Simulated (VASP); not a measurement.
# Sb (a cell with a defect) in VASP: a series of runs, part 2 of 2

VASP 6.6.1. Earlier steps stand in the parts before.

## Step 4: Single point, PBEsol

The input, INCAR:

```
PREC = Accurate ; ENCUT = 520
EDIFF = 1E-7 ; ISMEAR = -1
SIGMA = 0.15 ; LREAL = Auto
LASPH = True ; NELM = 80
ALGO = Normal ; ISIF = 2
LWAVE = False ; LCHARG = False
GGA = PS ; NBANDS = 90
```

The input, KPOINTS:

```
regular mesh
0
Gamma
  1 1 1
```

The input, POSCAR:

```
Sb
1.0
    9.2500310000      0.0000000000      0.0000000000
    0.0000000000      9.2500310000      0.0000000000
    0.0000000000      0.0000000000      9.2500310000
Sb
28
Direct
    0.2601829118     -0.0808645939     -0.0920753671
   -0.1842912743     -0.1468751834      0.2200857489
   -0.2296100413      0.0374701447      0.6235762886
   -0.1518265182      0.2453505291      0.0334269150
   -0.1078050441      0.2225181732      0.3427339865
    0.1832858722      0.5704845746      0.8072405379
    0.2236100614      0.5258468864      0.1107455748
   -0.0004432418      0.5088091056      0.4202796726
   -0.3842149286      0.4307985562      0.4196310261
    0.5064955999      0.0127891463      0.1890480151
    0.1214806740     -0.1831345214      0.1679453831
    0.0629511404      0.2654153267      0.6253276340
    0.1681507878      0.2377397438      0.0035891772
    0.1930588125      0.1057077538      0.3089503160
    0.4976523862      0.5718791645      0.7329705165
    0.5418252112      0.6241276381      0.0755456928
    0.4049716158      0.7461704723      0.3601285228
    0.4396093375      0.8361809814      0.6370897568
    0.9241914973     -0.0316215156     -0.0759565022
    0.4922037559      0.1472968037      0.5370252273
    0.4882794447      0.2571667057      0.8140297043
    0.5657386446      0.3042368182      0.1092969310
    0.3016530431      0.4194580537      0.4054797222
    0.7916297794      0.3377069763      0.7210570429
    0.8552728094      0.6715653169     -0.1640751258
    0.8766457107      0.5486468099      0.1014050656
    0.7434137248      0.7221921743      0.5057712780
    0.5894899163      0.9259644643      0.8863537863
```

Potentials or basis: VASP PAW PBE potentials, release 64 (Sb).

The run is started by

```bash
> cat potpaw_PBE.64/Sb/POTCAR > POTCAR
> mpirun -np 1 vasp_gam > vasp.out
```

OUTCAR:

```text
PREC = Accurate
   ENCUT = 520
   EDIFF = 1E-7
   ISMEAR = -1
   LREAL = Auto
   LASPH = True
   NELM = 80
   ISIF = 2
   GGA = PS

 ion  position               nearest neighbor table
   1  0.260  0.919  0.908-  11 2.89  28 3.05  18 3.10  19 3.14  13 3.19   6 3.43  10 3.56
   2  0.816  0.853  0.220-  11 2.89  27 2.98  26 3.07  19 3.11  10 3.23  16 3.56   5 3.67
   3  0.770  0.037  0.624-  20 2.88  24 2.93  27 3.12  28 3.13  19 3.19   5 3.31  12 3.43  18 3.58
                            21 3.75
   4  0.848  0.245  0.033-  22 2.76  19 2.84  26 2.89   5 2.90  13 2.97  24 3.06
   5  0.892  0.223  0.343-   4 2.90   8 2.92  14 3.00  12 3.08   9 3.28   3 3.31   2 3.67  26 3.76
                            24 3.77
   6  0.183  0.570  0.807-   7 2.86  15 2.99  25 3.19   1 3.43  12 3.47  13 3.58  18 3.76
   7  0.224  0.526  0.111-   6 2.86  13 2.89  11 2.90  23 2.99  16 3.10  26 3.22  17 3.51   8 3.54
                            22 3.77
   8  1.000  0.509  0.420-  23 2.92   5 2.92  12 3.00  26 3.18  27 3.18   7 3.54   9 3.62  24 3.73
[... 34 lines left out ...]
  28  0.589  0.926  0.886-  18 2.82  10 3.01   1 3.05   3 3.13  19 3.14  21 3.27  16 3.32  25 3.44
                            15 3.67

  LATTYP: Found a simple cubic cell.
 ALAT       =     9.2500310000

  Lattice vectors:

 A1 = (   9.2500310000,   0.0000000000,   0.0000000000)
 A2 = (   0.0000000000,   9.2500310000,   0.0000000000)
 A3 = (   0.0000000000,   0.0000000000,   9.2500310000)

Analysis of symmetry for initial positions (statically):
=====================================================================
 Subroutine PRICEL returns:
 Original cell was already a primitive cell.

 Routine SETGRP: Setting up the symmetry group for a
 simple cubic supercell.

 Subroutine GETGRP returns: Found  1 space group operations
 (whereof  1 operations were pure point group operations)
 out of a pool of 48 trial point group operations.

The static configuration has the point symmetry C_1 .

Analysis of symmetry for dynamics (positions and initial velocities):
=====================================================================
 Subroutine PRICEL returns:
 Original cell was already a primitive cell.

 Routine SETGRP: Setting up the symmetry group for a
 simple cubic supercell.

 Subroutine GETGRP returns: Found  1 space group operations
 (whereof  1 operations were pure point group operations)
 out of a pool of 48 trial point group operations.

The dynamic configuration has the point symmetry C_1 .

 Subroutine INISYM returns: Found  1 space group operations
 (whereof  1 operations are pure point group operations),
 and found     1 'primitive' translations

----------------------------------------------------------------------------------------

                                     Primitive cell

  volume of cell :     791.4611

  direct lattice vectors                    reciprocal lattice vectors
     9.250031000  0.000000000  0.000000000     0.108107746  0.000000000  0.000000000
     0.000000000  9.250031000  0.000000000     0.000000000  0.108107746  0.000000000
     0.000000000  0.000000000  9.250031000     0.000000000  0.000000000  0.108107746

  length of vectors
     9.250031000  9.250031000  9.250031000     0.108107746  0.108107746  0.108107746

  position of ions in fractional coordinates (direct lattice)
[... 83 lines left out ...]

 Found      1 irreducible k-points:

 Following reciprocal coordinates:
            Coordinates               Weight
  0.000000  0.000000  0.000000      1.000000
   k-points           NKPTS =      1   k-points in BZ     NKDIM =      1   number of bands    NBANDS=     90
   number of dos      NEDOS =    301   number of ions     NIONS =     28
   total plane-waves  NPLWV = 343000
   dimension x,y,z NGX =    70 NGY =   70 NGZ =   70
   dimension x,y,z NGXF=   140 NGYF=  140 NGZF=  140
   ions per type =              28
   NGX,Y,Z   is equivalent  to a cutoff of  12.58, 12.58, 12.58 a.u.
   NGXF,Y,Z  is equivalent  to a cutoff of  25.16, 25.16, 25.16 a.u.
 SYSTEM =  unknown system
   PREC   = accura    normal or accurate (medium, high low for compatibility)
   ISTART =      0    job   : 0-new  1-cont  2-samecut
   ICHARG =      2    charge: 1-file 2-atom 10-const
   ISPIN  =      1    spin polarized calculation?
   LNONCOLLINEAR =      F non collinear calculations
   LSORBIT =      F    spin-orbit coupling
   LASPH  =      T    aspherical Exc in radial PAW
   ENCUT  =  520.0 eV  38.22 Ry    6.18 a.u.  17.20 17.20 17.20*2*pi/ulx,y,z
   NELM   =     80;   NELMIN=  2; NELMDL= -5     # of ELM steps
   EDIFF  = 0.1E-06   stopping-criterion for ELM
   LREAL  =      T    real-space projection
   EDIFFG = 0.1E-05   stopping-criterion for IOM
   NSW    =      0    number of steps for IOM
   IBRION =     -1    ionic relax: 0-MD 1-quasi-New 2-CG
   NFREE  =      0    steps in history (QN), initial steepest desc. (CG)
   ISIF   =      2    stress and relaxation
   ISYM   =      2    0-nonsym 1-usesym 2-fastsym
   POTIM  = 0.5000    time-step for ionic-motion
   TEBEG  =    0.0;   TEEND  =   0.0 temperature during run
   PSTRESS=    0.0 pullay stress
   NELECT =     140.0000    total number of electrons
   NUPDOWN=      -1.0000    fix difference up-down
   EMIN   =  10.00;   EMAX   =-10.00  energy-range for DOS
   EFERMI =   0.00;   METHOD = LEGACY
   ISMEAR =    -1;   SIGMA  =   0.15  broadening in eV -4-tet -1-fermi 0-gaus
   EFERMI_NEDOS =   21; number of points for ismear=-14 and -15
   IALGO  =     38    algorithm
   IMIX   =      4    mixing-type and parameters
     AMIX     =   0.40;   BMIX     =  1.00
     AMIX_MAG =   1.60;   BMIX_MAG =  1.00
  volume/ion in A,a.u.               =      28.27       190.75
  Fermi-wavevector in a.u.,A,eV,Ry     =   0.918983  1.736627 11.490534  0.844530
  Thomas-Fermi vector in A             =   2.044126
   LORBIT       =      0    0 simple, 1 ext, 2 COOP (PROOUT), +10 PAW based schemes
   GGA     = PS    functional components
   LHFCALC =     F    Hartree Fock is set to
   AEXX    =    0.0000 exact exchange contribution
   IVDW    =     0    specifies the selected vdW correction
   LEPSILON=     F    determine dielectric tensor
   LRPA    =     F    only Hartree local field effects (RPA)
 non-spin polarized calculation
  energy-cutoff  :      520.00
  volume of cell :      791.46
 maximum number of plane-waves:     10624
 NGX is ok and might be reduce to    70
   NGX = 35   NGY = 35   NGZ = 35

 number of electron     139.9999999 magnetization

 Free energy of the ion-electron system (eV)
  ---------------------------------------------------
  ext. energy  EPLUGINS =         0.00000000
  ---------------------------------------------------
  free energy    TOTEN  =      -130.52171844 eV

  energy without entropy =     -129.72297687  energy(sigma->0) =     -130.12234766

 E-fermi :   7.1323     XC(G=0):  -9.9259

 val. band max:        7.0815859756   @ k =   0.0000   0.0000   0.0000
 cond. band min:       7.6313007793   @ k =   0.0000   0.0000   0.0000
 fundamental gap:      0.5497148038
 Fermi energy:         7.1323458187

 k-point     1 :       0.0000    0.0000    0.0000
  band No.  band energies     occupation
      1      -5.5361      2.00000
      2      -4.5117      2.00000
      3      -4.2117      2.00000
      4      -3.9824      2.00000
      5      -3.7202      2.00000
      6      -3.4727      2.00000
[... 74 lines left out ...]
     81       9.5005      0.00000
     82       9.6002      0.00000
 [bands above 82 left out]

------------------------ aborting loop because EDIFF is reached ----------------------------------------

  FORCE on cell =-STRESS in cart. coord.  units (eV):
  Direction    XX          YY          ZZ          XY          YZ          ZX
  --------------------------------------------------------------------------------------
  -------------------------------------------------------------------------------------
  Total       15.7144773     10.5278683      8.0694033     -2.2252016      0.2234984      1.0441309
  in kB       31.8112663     21.3118652     16.3351241     -4.5045394      0.4524342      2.1136640
  external PRESSURE =      23.1527519 kB  Pullay stress =       0.0000000 kB

 VOLUME and BASIS-vectors are now :
 -----------------------------------------------------------------------------
  energy-cutoff  :      520.00
  volume of cell :      791.46
      direct lattice vectors                 reciprocal lattice vectors
     9.250031000  0.000000000  0.000000000     0.108107746  0.000000000  0.000000000
     0.000000000  9.250031000  0.000000000     0.000000000  0.108107746  0.000000000
     0.000000000  0.000000000  9.250031000     0.000000000  0.000000000  0.108107746

 POSITION                                       TOTAL-FORCE (eV/Angst)
 -----------------------------------------------------------------------------------
      2.40670      8.50203      8.39833         0.152184     -0.215172      0.433666
      7.54533      7.89143      2.03580        -0.566471      0.371320      0.179586
      7.12613      0.34660      5.76810         0.638336     -0.002039     -0.449055
      7.84563      2.26950      0.30920         1.010815      0.474884     -1.011941
      8.25283      2.05830      3.17030        -0.425513     -0.438143      0.713506
      1.69540      5.27700      7.46700        -0.671615     -0.235708      0.070148
[... 20 lines left out ...]
      6.87660      6.68030      4.67840        -0.022190      0.039354     -0.069081
      5.45280      8.56520      8.19880        -0.154934      0.063045      1.338182
 -----------------------------------------------------------------------------------
    total drift:                               -0.004804     -0.003401      0.022738

  FREE ENERGIE OF THE ION-ELECTRON SYSTEM (eV)
  ---------------------------------------------------
  free  energy   TOTEN  =      -130.5217184430 eV

  energy  without entropy=     -129.7229768696  energy(sigma->0) =     -130.12234766
```

It took 3.2 min on 1 thread of AMD EPYC 9R45 (Zen 5), shared host; peak memory 0.58 GiB.

What came out:

- Free energy: -130.5217 eV
- Pressure: 2.3 GPa
- Largest force: 2.737 eV/Å

Forces in eV/Å, atoms in the order of the input:
```
Sb   0.152 -0.215  0.434
Sb  -0.566  0.371  0.180
Sb   0.638 -0.002 -0.449
Sb   1.011  0.475 -1.012
Sb  -0.426 -0.438  0.714
Sb  -0.672 -0.236  0.070
Sb   0.312 -0.239 -0.761
Sb  -0.450 -0.111 -0.019
Sb   1.031 -0.517  0.288
Sb   0.191 -0.332  0.886
Sb   0.374  0.466  0.911
Sb   1.104  0.122  0.422
Sb   0.861 -0.206 -0.385
Sb   0.533  0.443 -1.010
Sb   0.141 -2.515  1.071
Sb  -0.199  0.649 -0.852
Sb   0.200 -0.752 -2.518
Sb  -0.234  2.268  0.334
Sb  -0.077 -0.842 -0.623
Sb  -0.675 -0.428 -2.017
Sb  -0.611 -0.239  1.239
Sb  -1.698  0.815  0.675
Sb   0.147  0.125  0.443
Sb  -0.654  0.942  0.887
Sb  -0.292 -0.209 -1.434
Sb   0.037  0.503  1.260
Sb  -0.022  0.039 -0.069
Sb  -0.155  0.063  1.338
```

Caveat: the k points lie up to 0.68 Å⁻¹ apart; the PAW data sets were made with another functional, which shifts forces and pressure a little; spin-orbit coupling is left out, which moves the levels of the heavy elements.

## Step 5: Summary

| cell | pressure (GPa) | largest force (eV/Å) |
| --- | --- | --- |
| as given, atomic positions A | 2.5 | 2.81 |
| as given, atomic positions B | 2.7 | 3.65 |
| as given, atomic positions C | 2.3 | 2.74 |

Alike in all rows: task single point; level PBEsol; potentials or basis VASP PAW PBE potentials, release 64 (Sb); no spin polarisation; k mesh 1 × 1 × 1; cutoff (eV) 520; smearing fermi-dirac 0.15 eV.

Caveats: all runs use coarse meshes; the PAW data sets were made with another functional, which shifts forces and pressure a little; spin-orbit coupling is left out, which moves the levels of the heavy elements.

Absolute energies hang on the potentials; compare differences alone.
